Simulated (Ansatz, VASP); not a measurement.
**One calculation of Sr2C, two programs**

Contents of INCAR:

```
ALGO = Normal
EDIFF = 1E-6
ENCUT = 520
GGA = PE
ISIF = 2
ISMEAR = -1
LASPH = True
LCHARG = False
LREAL = False
LWAVE = False
NBANDS = 19
NELM = 100
PREC = Accurate
SIGMA = 0.02
```

File KPOINTS:

```
k-points
0
Gamma
  6 6 6
```

The input POSCAR:

```
Sr2C
1.0
    0.0000000000      3.3601424465      3.3487179622
    3.3601424465      0.0000000000      3.3487179622
    3.3601424465      3.3601424465      0.0000000000
C Sr
1 2
Direct
    0.0000000000      0.0000000000      0.0000000000
    0.2500000000      0.2500000000      0.2500000000
    0.7500000000      0.7500000000      0.7500000000
```

Input for Ansatz:

```yaml
crystal:
  lattice:
    - [0.0, 3.3601424465, 3.3487179622]
    - [3.3601424465, 0.0, 3.3487179622]
    - [3.3601424465, 3.3601424465, 0.0]
  atoms:
    - { symbol: C, position: [0.0, 0.0, 0.0] }
    - { symbol: Sr, position: [0.25, 0.25, 0.25] }
    - { symbol: Sr, position: [0.75, 0.75, 0.75] }
kpoints:
  mp_grid: { grid: [6, 6, 6] }
  band_path:
    path:
      - [0.0, 0.0, 0.0]
      - [0.5, 0.0, 0.5]
      - [0.625, 0.25, 0.625]
      - [0.375, 0.375, 0.75]
      - [0.5, 0.5, 0.5]
      - [0.5, 0.25, 0.75]
    npoints: 1
hamiltonian:
  xc: pbe
scf:
  occupations: { method: fermi_dirac, width: 0.02 }
  n_extra_bands: 4
output:
  forces: true
  stress: true
  eigenvalues: true
```

Change from the starting cell: uniaxial_z strain -0.3%.

Alike in both runs: task single point; functional PBE; k mesh 6 × 6 × 6; occupations fermi-dirac, width 0.02 eV; no spin polarisation.

```csv
,VASP,Ansatz
version,VASP 6.6.1,Ansatz 0.2.0
potentials or method,"VASP PAW PBE potentials, release 64 (C, Sr_sv)","plane waves, PAW"
plane-wave cutoff (eV),520,420
valence electrons in the cell,24,24
```

Ansatz gave:

| Item | Value |
| --- | --- |
| pressure (GPa) | 0.5 |
| traceless stress, the component that is largest in VASP (GPa) | 0.21 |

**Question.** Which values does VASP return?

**Answer.** Pressure (GPa): 0.7; traceless stress, the component that is largest in VASP (GPa): 0.22.
